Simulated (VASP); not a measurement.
# Sb (P6_3/mmc) in VASP: further runs

Sb is run at these levels: LDA, r2SCAN; tasks: single point.

All numbers are computed with VASP 6.6.1; they aren't measurements. Logs are shortened: lines on timing, memory, paths and dates and some standing lists are left out, and cuts for length are marked.

## (1) The cell of the first run

Symmetry: P6_3/mmc, No. 194, hexagonal system. Conventional cell: a = 3.399 Å, b = 3.399 Å, c = 5.542 Å, α = 90.00°, β = 90.00°, γ = 120.00°. Sb (site symmetry -6m2) has 12 Sb at 3.40 Å within 4.5 Å.

This isn't the form of Sb at room conditions, which is rhombohedral.

## (2) Single point, LDA

INCAR

```
ALGO     = Normal         # electronic algorithm
EDIFF    = 1E-6           # SCF threshold, eV
ENCUT    = 520            # plane-wave cutoff, eV
GGA      = CA             # functional
ISIF     = 2              # what is computed and relaxed
ISMEAR   = -1             # smearing method
LASPH    = True           # aspherical terms in the spheres
LCHARG   = True           # write CHGCAR
LELF     = True           # ELF
LREAL    = False          # projectors in reciprocal space
LVHAR    = True         
LWAVE    = False          # write WAVECAR
NBANDS   = 12             # bands
NELM     = 100            # most SCF steps
PREC     = Accurate       # precision mode
SIGMA    = 0.05           # smearing width, eV
```

KPOINTS

```
k-points
0
Gamma
  9 9 5
```

POSCAR

```
Sb
1.0
    3.3986760653      0.0000000000      0.0000000000
   -1.6993380327      2.9433398118      0.0000000000
    0.0000000000      0.0000000000      5.5421447030
Sb
2
Direct
    0.6666666667      0.3333333333      0.7500000000
    0.3333333333      0.6666666667      0.2500000000
```

Potentials or basis: VASP PAW LDA potentials, release 64 (Sb).

Command:

```console
> cat potpaw_LDA.64/Sb/POTCAR > POTCAR
> mpirun -np 1 vasp_std > vasp.out
```

OUTCAR:

```text
EDIFF = 1E-6
   ENCUT = 520
   GGA = CA
   ISIF = 2
   ISMEAR = -1
   LASPH = True
   LREAL = False
   NELM = 100
   PREC = Accurate

 ion  position               nearest neighbor table
   1  0.667  0.333  0.750-   2 3.40   2 3.40   2 3.40   2 3.40   2 3.40   2 3.40
   2  0.333  0.667  0.250-   1 3.40   1 3.40   1 3.40   1 3.40   1 3.40   1 3.40

  LATTYP: Found a hexagonal cell.
 ALAT       =     3.3986760653
 C/A-ratio  =     1.6306775334

  Lattice vectors:

 A1 = (   3.3986760653,   0.0000000000,   0.0000000000)
 A2 = (  -1.6993380327,   2.9433398118,   0.0000000000)
 A3 = (   0.0000000000,   0.0000000000,   5.5421447030)

Analysis of symmetry for initial positions (statically):
=====================================================================
 Subroutine PRICEL returns:
 Original cell was already a primitive cell.

 Routine SETGRP: Setting up the symmetry group for a
 hexagonal supercell.

 Subroutine GETGRP returns: Found 24 space group operations
 (whereof 12 operations were pure point group operations)
 out of a pool of 24 trial point group operations.

The static configuration has the point symmetry D_3d.
 The point group associated with its full space group is D_6h.

Analysis of symmetry for dynamics (positions and initial velocities):
=====================================================================
 Subroutine PRICEL returns:
 Original cell was already a primitive cell.

 Routine SETGRP: Setting up the symmetry group for a
 hexagonal supercell.

 Subroutine GETGRP returns: Found 24 space group operations
 (whereof 12 operations were pure point group operations)
 out of a pool of 24 trial point group operations.

The dynamic configuration has the point symmetry D_3d.
 The point group associated with its full space group is D_6h.

 Subroutine INISYM returns: Found 24 space group operations
 (whereof 12 operations are pure point group operations),
 and found     1 'primitive' translations

----------------------------------------------------------------------------------------

                                     Primitive cell

  volume of cell :      55.4406

  direct lattice vectors                    reciprocal lattice vectors
     3.398676065  0.000000000  0.000000000     0.294232219  0.169875051  0.000000000
    -1.699338033  2.943339812  0.000000000     0.000000000  0.339750102  0.000000000
     0.000000000  0.000000000  5.542144703     0.000000000  0.000000000  0.180435563

  length of vectors
     3.398676065  3.398676065  5.542144703     0.339750102  0.339750102  0.180435563

  position of ions in fractional coordinates (direct lattice)
     0.666666667  0.333333333  0.750000000
     0.333333333  0.666666667  0.250000000

  ion indices of the primitive-cell ions
   primitive index   ion index
                 1           1
                 2           2

----------------------------------------------------------------------------------------

 KPOINTS: k-points

Automatic generation of k-mesh.
 Grid dimensions read from file:
 generate k-points for:    9    9    5

 Generating k-lattice:

  Cartesian coordinates                     Fractional coordinates (reciprocal lattice)
     0.032692469  0.018875006  0.000000000     0.111111111  0.000000000  0.000000000
     0.000000000  0.037750011  0.000000000     0.000000000  0.111111111  0.000000000
     0.000000000  0.000000000  0.036087113     0.000000000  0.000000000  0.200000000

  Length of vectors
     0.037750011  0.037750011  0.036087113

  Shift w.r.t. Gamma in fractional coordinates (k-lattice)
     0.000000000  0.000000000  0.000000000

 Subroutine IBZKPT returns following result:
 ===========================================

 Found     36 irreducible k-points:

 Following reciprocal coordinates:
            Coordinates               Weight
  0.000000  0.000000  0.000000      1.000000
  0.111111  0.000000  0.000000      6.000000
  0.222222  0.000000  0.000000      6.000000
  0.333333 -0.000000  0.000000      6.000000
  0.444444  0.000000  0.000000      6.000000
  0.111111  0.111111  0.000000      6.000000
[... 16 lines left out ...]
  0.333333  0.222222  0.200000     24.000000
  0.333333  0.333333  0.200000      4.000000
 [... further k-points ...]
   k-points           NKPTS =     36   k-points in BZ     NKDIM =     36   number of bands    NBANDS=     12
   number of dos      NEDOS =    301   number of ions     NIONS =      2
   total plane-waves  NPLWV =  32928
   dimension x,y,z NGX =    28 NGY =   28 NGZ =   42
   dimension x,y,z NGXF=    56 NGYF=   56 NGZF=   84
   ions per type =               2
   NGX,Y,Z   is equivalent  to a cutoff of  13.70, 13.70, 12.60 a.u.
   NGXF,Y,Z  is equivalent  to a cutoff of  27.39, 27.39, 25.20 a.u.
 SYSTEM =  unknown system
   PREC   = accura    normal or accurate (medium, high low for compatibility)
   ISTART =      0    job   : 0-new  1-cont  2-samecut
   ICHARG =      2    charge: 1-file 2-atom 10-const
   ISPIN  =      1    spin polarized calculation?
   LNONCOLLINEAR =      F non collinear calculations
   LSORBIT =      F    spin-orbit coupling
   LASPH  =      T    aspherical Exc in radial PAW
   ENCUT  =  520.0 eV  38.22 Ry    6.18 a.u.   6.32  6.32 10.30*2*pi/ulx,y,z
   NELM   =    100;   NELMIN=  2; NELMDL= -5     # of ELM steps
   EDIFF  = 0.1E-05   stopping-criterion for ELM
   LREAL  =      F    real-space projection
   EDIFFG = 0.1E-04   stopping-criterion for IOM
   NSW    =      0    number of steps for IOM
   IBRION =     -1    ionic relax: 0-MD 1-quasi-New 2-CG
   NFREE  =      0    steps in history (QN), initial steepest desc. (CG)
   ISIF   =      2    stress and relaxation
   ISYM   =      2    0-nonsym 1-usesym 2-fastsym
   POTIM  = 0.5000    time-step for ionic-motion
   TEBEG  =    0.0;   TEEND  =   0.0 temperature during run
   PSTRESS=    0.0 pullay stress
   NELECT =      10.0000    total number of electrons
   NUPDOWN=      -1.0000    fix difference up-down
   EMIN   =  10.00;   EMAX   =-10.00  energy-range for DOS
   EFERMI =   0.00;   METHOD = LEGACY
   ISMEAR =    -1;   SIGMA  =   0.05  broadening in eV -4-tet -1-fermi 0-gaus
   EFERMI_NEDOS =   21; number of points for ismear=-14 and -15
   IALGO  =     38    algorithm
   IMIX   =      4    mixing-type and parameters
     AMIX     =   0.40;   BMIX     =  1.00
     AMIX_MAG =   1.60;   BMIX_MAG =  1.00
  volume/ion in A,a.u.               =      27.72       187.07
  Fermi-wavevector in a.u.,A,eV,Ry     =   0.924980  1.747958 11.640971  0.855587
  Thomas-Fermi vector in A             =   2.050784
   LORBIT       =      0    0 simple, 1 ext, 2 COOP (PROOUT), +10 PAW based schemes
   GGA     = CA    functional components
   LHFCALC =     F    Hartree Fock is set to
   AEXX    =    0.0000 exact exchange contribution
   IVDW    =     0    specifies the selected vdW correction
   LEPSILON=     F    determine dielectric tensor
   LRPA    =     F    only Hartree local field effects (RPA)
 non-spin polarized calculation
  energy-cutoff  :      520.00
  volume of cell :       55.44
 maximum number of plane-waves:      1514
 NGX is ok and might be reduce to    28
   NGX = 13   NGY = 13   NGZ = 21

 number of electron      10.0000001 magnetization

 Free energy of the ion-electron system (eV)
  ---------------------------------------------------
  ext. energy  EPLUGINS =         0.00000000
  ---------------------------------------------------
  free energy    TOTEN  =        -9.09426587 eV

  energy without entropy =       -9.08275410  energy(sigma->0) =       -9.08850998

 E-fermi :   7.9302     XC(G=0): -10.2485

 val. band max:        7.8802159331   @ k =   0.3333  -0.0000   0.4000
 cond. band min:       7.9620953292   @ k =   0.1111   0.1111   0.0000
 fundamental gap:      0.0818793962
 Fermi energy:         7.9301968940

 k-point     1 :       0.0000    0.0000    0.0000
  band No.  band energies     occupation
      1      -4.6920      2.00000
      2      -1.1162      2.00000
      3       2.4188      2.00000
      4      11.3858      0.00000
      5      11.3858      0.00000
      6      12.9301      0.00000
      7      12.9301      0.00000
      8      13.1323      0.00000
      9      15.5387      0.00000
     10      16.8900      0.00000
     11      17.6664      0.00000
     12      17.6664      0.00000

 k-point     2 :       0.1111    0.0000    0.0000
  band No.  band energies     occupation
      1      -4.4823      2.00000
      2      -0.9363      2.00000
      3       2.6386      2.00000
      4       9.6117      0.00000
      5      10.7170      0.00000
      6      11.8632      0.00000
      7      12.8950      0.00000
      8      12.9820      0.00000
      9      15.5537      0.00000
     10      16.9917      0.00000
     11      17.7325      0.00000
     12      17.9021      0.00000

 k-point     3 :       0.2222    0.0000    0.0000
  band No.  band energies     occupation
      1      -3.8596      2.00000
      2      -0.4292      2.00000
      3       3.2872      2.00000
      4       6.8712      2.00000
      5       9.6671      0.00000
      6       9.6730      0.00000
      7      11.8625      0.00000
      8      12.5201      0.00000
      9      14.0152      0.00000
     10      16.3336      0.00000
     11      17.2892      0.00000
     12      17.8880      0.00000
[... 286 lines left out ...]
 k-point    23 :       0.3333    0.2222    0.2000
  band No.  band energies     occupation
      1      -0.9554      2.00000
      2       0.2643      2.00000
      3       3.7711      2.00000
      4       4.7654      2.00000
      5       5.6902      2.00000
      6       7.3701      1.99997
      7       7.8768      1.48876
      8       9.5399      0.00000
      9      13.2963      0.00000
     10      16.9072      0.00000
     11      17.2101      0.00000
     12      18.7433      0.00000

 k-point    24 :       0.3333    0.3333    0.2000
  band No.  band energies     occupation
      1      -0.0852      2.00000
      2      -0.0852      2.00000
      3       3.9531      2.00000
      4       4.8919      2.00000
      5       4.8919      2.00000
      6       6.4527      2.00000
      7       8.6732      0.00000
      8       8.6732      0.00000
      9      12.6123      0.00000
     10      18.0493      0.00000
     11      18.0493      0.00000
     12      19.7702      0.00000

 [... further k-points ...]

------------------------ aborting loop because EDIFF is reached ----------------------------------------

  FORCE on cell =-STRESS in cart. coord.  units (eV):
  Direction    XX          YY          ZZ          XY          YZ          ZX
  --------------------------------------------------------------------------------------
  -------------------------------------------------------------------------------------
  Total       -1.6077994     -1.6077994     -1.7381799      0.0000000      0.0000000      0.0000000
  in kB      -46.4637661    -46.4637661    -50.2316293      0.0000000      0.0000000      0.0000000
  external PRESSURE =     -47.7197205 kB  Pullay stress =       0.0000000 kB

 VOLUME and BASIS-vectors are now :
 -----------------------------------------------------------------------------
  energy-cutoff  :      520.00
  volume of cell :       55.44
      direct lattice vectors                 reciprocal lattice vectors
     3.398676065  0.000000000  0.000000000     0.294232219  0.169875051  0.000000000
    -1.699338033  2.943339812  0.000000000     0.000000000  0.339750102  0.000000000
     0.000000000  0.000000000  5.542144703     0.000000000  0.000000000  0.180435563

 POSITION                                       TOTAL-FORCE (eV/Angst)
 -----------------------------------------------------------------------------------
      1.69934      0.98111      4.15661        -0.000000      0.000000      0.000000
     -0.00000      1.96223      1.38554         0.000000     -0.000000      0.000000
 -----------------------------------------------------------------------------------
    total drift:                               -0.000000      0.000000      0.000000

  FREE ENERGIE OF THE ION-ELECTRON SYSTEM (eV)
  ---------------------------------------------------
  free  energy   TOTEN  =        -9.0942658680 eV

  energy  without entropy=       -9.0827541011  energy(sigma->0) =       -9.08850998
```

Run time: 25 s. Hardware: 1 thread of Intel Xeon 8259CL, shared host; peak memory 0.16 GiB.

What came out:

- Free energy: -9.0943 eV
- Pressure: -4.8 GPa
- Band gap on the k mesh: zero (bands 5 and 6 overlap by 6.48 eV)

Caveat: the cell stands under tension; spin-orbit coupling is left out, which moves the levels of the heavy elements.

[end of part 1 of 2]
